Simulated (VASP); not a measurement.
Here is a VASP 6.6.1 calculation.

The input INCAR:

```
SYSTEM = Cs2BaOs2
PREC     = Accurate       ! precision mode
ENCUT    = 520            ! plane-wave cutoff, eV
EDIFF    = 1E-7           ! SCF threshold, eV
ISMEAR   = 0              ! smearing method
SIGMA    = 0.1            ! smearing width, eV
LREAL    = .False.        ! projectors in reciprocal space
LASPH    = .True.         ! aspherical terms in the spheres
NELM     = 100            ! most SCF steps
ALGO     = Fast           ! electronic algorithm
ISIF     = 2              ! what is computed and relaxed
LWAVE    = .False.        ! write WAVECAR
LCHARG   = .False.        ! write CHGCAR
GGA      = PE             ! functional
NBANDS   = 30             ! bands
```

The input KPOINTS:

```
regular mesh
0
Gamma
  6 6 2
  0 0 0
```

File POSCAR:

```
Cs2BaOs2
1.0
    4.7653381500      0.0000000000      0.0000000000
   -2.3826690700      4.1269039000      0.0000000000
    0.0000000000      0.0000000000      7.8894160400
Cs Ba Os
2 1 2
Direct
    0.3333333300      0.6666666700      0.7462999800
    0.6666666700      0.3333333300      0.2537000200
    0.0000000000      0.0000000000      0.0000000000
    0.3333333300      0.6666666700      0.3764900000
    0.6666666700      0.3333333300      0.6235100000
```

Potentials or basis: VASP PAW PBE potentials, release 64 (Cs_sv, Ba_sv, Os).

Launch:

```console
$ cat potpaw_PBE.64/Cs_sv/POTCAR potpaw_PBE.64/Ba_sv/POTCAR potpaw_PBE.64/Os/POTCAR > POTCAR
$ mpirun -np 1 vasp_std > vasp.out
```

Task: Estimate the pressure.

Result: 0.9 GPa.

Task: Estimate the band gap on the k mesh.

Result: Zero (bands 22 and 23 overlap by 0.22 eV).

Task: What does it give for the largest force?

Result: 0.726 eV/Å.

Forces on the atoms (eV/Å):
```
Cs   0.000  0.000 -0.420
Cs   0.000  0.000  0.420
Ba   0.000  0.000  0.000
Os   0.000  0.000  0.726
Os   0.000  0.000 -0.726
```

Caveat: the k points lie up to 0.40 Å⁻¹ apart; spin-orbit coupling is left out, which moves the levels of the heavy elements.
